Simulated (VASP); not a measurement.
# Ta2Al3 (P-3m1) in VASP: a series of runs

Runs on Ta2Al3. Level: PBE. Tasks: single point, relaxation of cell and atoms.

Program: VASP 6.6.1. These are calculated values, not measurements. Logs are shortened: lines on timing, memory, paths and dates and some standing lists are left out, and cuts for length are marked.

## 1. The cell of the first run

Symmetry: P-3m1, No. 164, trigonal system. Conventional cell: a = 4.523 Å, b = 4.523 Å, c = 5.546 Å, α = 90.00°, β = 90.00°, γ = 120.00°. Ta (site symmetry 3m) has 8 Al at 2.69 to 3.00 Å and 3 Ta at 2.91 Å within 3.5 Å. Al (site symmetry 3m) has 5 Ta at 2.76 to 3.00 Å and 6 Al at 2.92 to 3.37 Å within 3.6 Å. Al (site symmetry -3m) has 6 Ta at 2.69 Å and 6 Al at 3.37 Å within 3.5 Å.

The cell was generated, and may not be a known phase.

## 2. Single point, PBE

INCAR

```
PREC = Accurate ; ENCUT = 520
EDIFF = 1E-6 ; ISMEAR = 0
SIGMA = 0.1 ; LREAL = F
LASPH = T ; NELM = 60
ALGO = Fast ; ISIF = 2
LWAVE = F ; LCHARG = F
GGA = PE ; NBANDS = 24
```

KPOINTS

```
Automatic mesh
0
Gamma
  12 12 8
```

POSCAR

```
Ta2Al3
1.0
    4.5225995465      0.0000000000      0.0000000000
   -2.2612997733      3.9166860984      0.0000000000
    0.0000000000      0.0000000000      5.5464181355
Ta Al
2 3
Direct
    0.6666666667      0.3333333333      0.8850175436
    0.3333333333      0.6666666667      0.1149824564
    0.6666666667      0.3333333333      0.3827250545
    0.3333333333      0.6666666667      0.6172749455
    0.0000000000      0.0000000000      0.0000000000
```

Potentials or basis: VASP PAW PBE potentials, release 64 (Ta_pv, Al).

Run with:

```
> cat potpaw_PBE.64/Ta_pv/POTCAR potpaw_PBE.64/Al/POTCAR > POTCAR
> mpirun -np 1 vasp_std > vasp.out
```

OUTCAR:

```text
PREC = Accurate
   ENCUT = 520
   EDIFF = 1E-6
   ISMEAR = 0
   LREAL = F
   LASPH = T
   NELM = 60
   ISIF = 2
   GGA = PE

 ion  position               nearest neighbor table
   1  0.667  0.333  0.885-   5 2.69   5 2.69   5 2.69   3 2.76   3 2.79   2 2.91   2 2.91   2 2.91
                             4 3.00   4 3.00   4 3.00
   2  0.333  0.667  0.115-   5 2.69   5 2.69   5 2.69   4 2.76   4 2.79   1 2.91   1 2.91   1 2.91
                             3 3.00   3 3.00   3 3.00
   3  0.667  0.333  0.383-   1 2.76   1 2.79   4 2.92   4 2.92   4 2.92   2 3.00   2 3.00   2 3.00

   4  0.333  0.667  0.617-   2 2.76   2 2.79   3 2.92   3 2.92   3 2.92   1 3.00   1 3.00   1 3.00

   5  0.000  0.000  0.000-   1 2.69   2 2.69   1 2.69   2 2.69   1 2.69   2 2.69

  LATTYP: Found a hexagonal cell.
 ALAT       =     4.5225995465
 C/A-ratio  =     1.2263783425

  Lattice vectors:

 A1 = (   4.5225995465,   0.0000000000,   0.0000000000)
 A2 = (  -2.2612997733,   3.9166860984,   0.0000000000)
 A3 = (   0.0000000000,   0.0000000000,   5.5464181355)

Analysis of symmetry for initial positions (statically):
=====================================================================
 Subroutine PRICEL returns:
 Original cell was already a primitive cell.

 Routine SETGRP: Setting up the symmetry group for a
 hexagonal supercell.

 Subroutine GETGRP returns: Found 12 space group operations
 (whereof 12 operations were pure point group operations)
 out of a pool of 24 trial point group operations.

The static configuration has the point symmetry D_3d.

Analysis of symmetry for dynamics (positions and initial velocities):
=====================================================================
 Subroutine PRICEL returns:
 Original cell was already a primitive cell.

 Routine SETGRP: Setting up the symmetry group for a
 hexagonal supercell.

 Subroutine GETGRP returns: Found 12 space group operations
 (whereof 12 operations were pure point group operations)
 out of a pool of 24 trial point group operations.

The dynamic configuration has the point symmetry D_3d.

 Subroutine INISYM returns: Found 12 space group operations
 (whereof 12 operations are pure point group operations),
 and found     1 'primitive' translations

----------------------------------------------------------------------------------------

                                     Primitive cell

  volume of cell :      98.2470

  direct lattice vectors                    reciprocal lattice vectors
     4.522599547  0.000000000  0.000000000     0.221111772  0.127658941  0.000000000
    -2.261299773  3.916686098  0.000000000     0.000000000  0.255317882  0.000000000
     0.000000000  0.000000000  5.546418135     0.000000000  0.000000000  0.180296540

  length of vectors
     4.522599547  4.522599547  5.546418135     0.255317882  0.255317882  0.180296540

  position of ions in fractional coordinates (direct lattice)
     0.666666667  0.333333333  0.885017544
     0.333333333  0.666666667  0.114982456
     0.666666667  0.333333333  0.382725054
     0.333333333  0.666666667  0.617274946
     0.000000000  0.000000000  0.000000000

  ion indices of the primitive-cell ions
   primitive index   ion index
                 1           1
                 2           2
                 3           3
                 4           4
                 5           5

----------------------------------------------------------------------------------------

 KPOINTS: Automatic mesh

Automatic generation of k-mesh.
 Grid dimensions read from file:
 generate k-points for:   12   12    8

 Generating k-lattice:

  Cartesian coordinates                     Fractional coordinates (reciprocal lattice)
     0.018425981  0.010638245  0.000000000     0.083333333  0.000000000  0.000000000
     0.000000000  0.021276490  0.000000000     0.000000000  0.083333333  0.000000000
     0.000000000  0.000000000  0.022537068     0.000000000  0.000000000  0.125000000

  Length of vectors
     0.021276490  0.021276490  0.022537068

  Shift w.r.t. Gamma in fractional coordinates (k-lattice)
     0.000000000  0.000000000  0.000000000

 Subroutine IBZKPT returns following result:
 ===========================================

 Found    131 irreducible k-points:

 Following reciprocal coordinates:
            Coordinates               Weight
  0.000000  0.000000  0.000000      1.000000
  0.083333  0.000000  0.000000      6.000000
  0.166667  0.000000  0.000000      6.000000
  0.250000  0.000000  0.000000      6.000000
  0.333333  0.000000  0.000000      6.000000
  0.416667  0.000000  0.000000      6.000000
[... 16 lines left out ...]
  0.166667  0.000000  0.125000      6.000000
  0.000000  0.166667  0.125000      6.000000
 [... further k-points ...]
   k-points           NKPTS =    131   k-points in BZ     NKDIM =    131   number of bands    NBANDS=     24
   number of dos      NEDOS =    301   number of ions     NIONS =      5
   total plane-waves  NPLWV =  54432
   dimension x,y,z NGX =    36 NGY =   36 NGZ =   42
   dimension x,y,z NGXF=    72 NGYF=   72 NGZF=   84
   ions per type =               2   3
   NGX,Y,Z   is equivalent  to a cutoff of  13.23, 13.23, 12.59 a.u.
   NGXF,Y,Z  is equivalent  to a cutoff of  26.47, 26.47, 25.18 a.u.
 SYSTEM =  unknown system
   PREC   = accura    normal or accurate (medium, high low for compatibility)
   ISTART =      0    job   : 0-new  1-cont  2-samecut
   ICHARG =      2    charge: 1-file 2-atom 10-const
   ISPIN  =      1    spin polarized calculation?
   LNONCOLLINEAR =      F non collinear calculations
   LSORBIT =      F    spin-orbit coupling
   LASPH  =      T    aspherical Exc in radial PAW
   ENCUT  =  520.0 eV  38.22 Ry    6.18 a.u.   8.41  8.41 10.31*2*pi/ulx,y,z
   NELM   =     60;   NELMIN=  2; NELMDL= -5     # of ELM steps
   EDIFF  = 0.1E-05   stopping-criterion for ELM
   LREAL  =      F    real-space projection
   EDIFFG = 0.1E-04   stopping-criterion for IOM
   NSW    =      0    number of steps for IOM
   IBRION =     -1    ionic relax: 0-MD 1-quasi-New 2-CG
   NFREE  =      0    steps in history (QN), initial steepest desc. (CG)
   ISIF   =      2    stress and relaxation
   ISYM   =      2    0-nonsym 1-usesym 2-fastsym
   POTIM  = 0.5000    time-step for ionic-motion
   TEBEG  =    0.0;   TEEND  =   0.0 temperature during run
   PSTRESS=    0.0 pullay stress
   NELECT =      31.0000    total number of electrons
   NUPDOWN=      -1.0000    fix difference up-down
   EMIN   =  10.00;   EMAX   =-10.00  energy-range for DOS
   EFERMI =   0.00;   METHOD = LEGACY
   ISMEAR =     0;   SIGMA  =   0.10  broadening in eV -4-tet -1-fermi 0-gaus
   EFERMI_NEDOS =   21; number of points for ismear=-14 and -15
   IALGO  =     68    algorithm
   IMIX   =      4    mixing-type and parameters
     AMIX     =   0.40;   BMIX     =  1.00
     AMIX_MAG =   1.60;   BMIX_MAG =  1.00
  volume/ion in A,a.u.               =      19.65       132.60
  Fermi-wavevector in a.u.,A,eV,Ry     =   1.114523  2.106142 16.900622  1.242161
  Thomas-Fermi vector in A             =   2.251118
   LORBIT       =      0    0 simple, 1 ext, 2 COOP (PROOUT), +10 PAW based schemes
   GGA     = PE    functional components
   LHFCALC =     F    Hartree Fock is set to
   AEXX    =    0.0000 exact exchange contribution
   IVDW    =     0    specifies the selected vdW correction
   LEPSILON=     F    determine dielectric tensor
   LRPA    =     F    only Hartree local field effects (RPA)
 non-spin polarized calculation
 RMM-DIIS sequential band-by-band and
 Gauss-broadening in eV      SIGMA  =   0.10
  energy-cutoff  :      520.00
  volume of cell :       98.25
 maximum number of plane-waves:      2679
 NGX is ok and might be reduce to    36
   NGX = 17   NGY = 17   NGZ = 21

 number of electron      31.0000000 magnetization

 Free energy of the ion-electron system (eV)
  ---------------------------------------------------
  ext. energy  EPLUGINS =         0.00000000
  ---------------------------------------------------
  free energy    TOTEN  =       -34.35336107 eV

  energy without entropy =      -34.33466705  energy(sigma->0) =      -34.34401406

 E-fermi :   5.2286     XC(G=0): -10.4324

 val. band max:        5.2171568516   @ k =   0.2500   0.0000   0.5000
 cond. band min:       5.2319904769   @ k =  -0.1667   0.5000   0.3750
 fundamental gap:      0.0148336254
 Fermi energy:         5.2285558291

 k-point     1 :       0.0000    0.0000    0.0000
  band No.  band energies     occupation
      1     -28.7060      2.00000
      2     -28.7060      2.00000
      3     -28.5863      2.00000
      4     -28.4805      2.00000
      5     -28.3613      2.00000
      6     -28.3613      2.00000
[... 16 lines left out ...]
     23      10.2145      0.00000
     24      10.2160      0.00000

 k-point     2 :       0.0833    0.0000    0.0000
  band No.  band energies     occupation
      1     -28.7093      2.00000
      2     -28.7091      2.00000
      3     -28.5915      2.00000
      4     -28.4752      2.00000
      5     -28.3589      2.00000
      6     -28.3583      2.00000
[... 16 lines left out ...]
     23      10.1055      0.00000
     24      10.3023      0.00000

 k-point     3 :       0.1667    0.0000    0.0000
  band No.  band energies     occupation
      1     -28.7176      2.00000
      2     -28.7175      2.00000
      3     -28.6052      2.00000
      4     -28.4616      2.00000
      5     -28.3529      2.00000
      6     -28.3503      2.00000
[... 16 lines left out ...]
     23      10.3656      0.00000
     24      10.5857      0.00000
[... 514 lines left out ...]
 k-point    23 :       0.1667    0.0000    0.1250
  band No.  band energies     occupation
      1     -28.7177      2.00000
      2     -28.7175      2.00000
      3     -28.6052      2.00000
      4     -28.4618      2.00000
      5     -28.3529      2.00000
      6     -28.3504      2.00000
[... 16 lines left out ...]
     23      10.1417      0.00000
     24      10.8478      0.00000

 k-point    24 :       0.0000    0.1667    0.1250
  band No.  band energies     occupation
      1     -28.7177      2.00000
      2     -28.7175      2.00000
      3     -28.6051      2.00000
      4     -28.4619      2.00000
      5     -28.3528      2.00000
      6     -28.3504      2.00000
[... 16 lines left out ...]
     23      10.2401      0.00000
     24      10.3545      0.00000

 [... further k-points ...]

------------------------ aborting loop because EDIFF is reached ----------------------------------------

  FORCE on cell =-STRESS in cart. coord.  units (eV):
  Direction    XX          YY          ZZ          XY          YZ          ZX
  --------------------------------------------------------------------------------------
  -------------------------------------------------------------------------------------
  Total        0.0068947      0.0068947     -0.0028509     -0.0000000     -0.0000000     -0.0000000
  in kB        0.1124365      0.1124365     -0.0464919     -0.0000000     -0.0000000     -0.0000000
  external PRESSURE =       0.0594603 kB  Pullay stress =       0.0000000 kB

 VOLUME and BASIS-vectors are now :
 -----------------------------------------------------------------------------
  energy-cutoff  :      520.00
  volume of cell :       98.25
      direct lattice vectors                 reciprocal lattice vectors
     4.522599547  0.000000000  0.000000000     0.221111772  0.127658941  0.000000000
    -2.261299773  3.916686098  0.000000000     0.000000000  0.255317882  0.000000000
     0.000000000  0.000000000  5.546418135     0.000000000  0.000000000  0.180296540

 POSITION                                       TOTAL-FORCE (eV/Angst)
 -----------------------------------------------------------------------------------
      2.26130      1.30556      4.90868        -0.000000      0.000000     -0.002678
     -0.00000      2.61112      0.63774         0.000000     -0.000000      0.002678
      2.26130      1.30556      2.12275         0.000000      0.000000      0.001741
     -0.00000      2.61112      3.42366        -0.000000      0.000000     -0.001741
      0.00000      0.00000      0.00000        -0.000000      0.000000     -0.000000
 -----------------------------------------------------------------------------------
    total drift:                               -0.000000      0.000000      0.000000

  FREE ENERGIE OF THE ION-ELECTRON SYSTEM (eV)
  ---------------------------------------------------
  free  energy   TOTEN  =       -34.3533610699 eV

  energy  without entropy=      -34.3346670467  energy(sigma->0) =      -34.34401406
```

Wall time 3.5 min (1 thread of AMD EPYC 9R45 (Zen 5), shared host); peak memory 0.38 GiB.

What came out:

```yaml
Free_energy: -34.3534 eV
Pressure: 0.0 GPa
Band_gap_on_the_k_mesh: zero (an odd number of electrons rules out a gap without spin polarisation)
```

Forces in eV/Å, atoms in the order of the input:
```
Ta   0.000  0.000 -0.003
Ta   0.000  0.000  0.003
Al   0.000  0.000  0.002
Al   0.000  0.000 -0.002
Al   0.000  0.000  0.000
```

Levels at points of the mesh, in eV from the Fermi level:
```csv
k point,band 14,band 15,band 16,band 17,band 18,band 19
"(0.00, 0.00, 0.00)",-0.22,0.17,0.17,1.49,1.49,1.82
"(0.50, 0.00, 0.00)",-0.99,-0.57,-0.41,-0.26,1.02,1.38
"(0.00, 0.00, 0.50)",-0.64,0.39,0.39,1.79,2.45,2.45
"(0.50, 0.00, 0.50)",-0.81,-0.63,-0.31,0.51,2.01,2.01
```

Caveat: spin-orbit coupling is left out, which moves the levels of the heavy elements.

(Continued in part 2 of 2.)
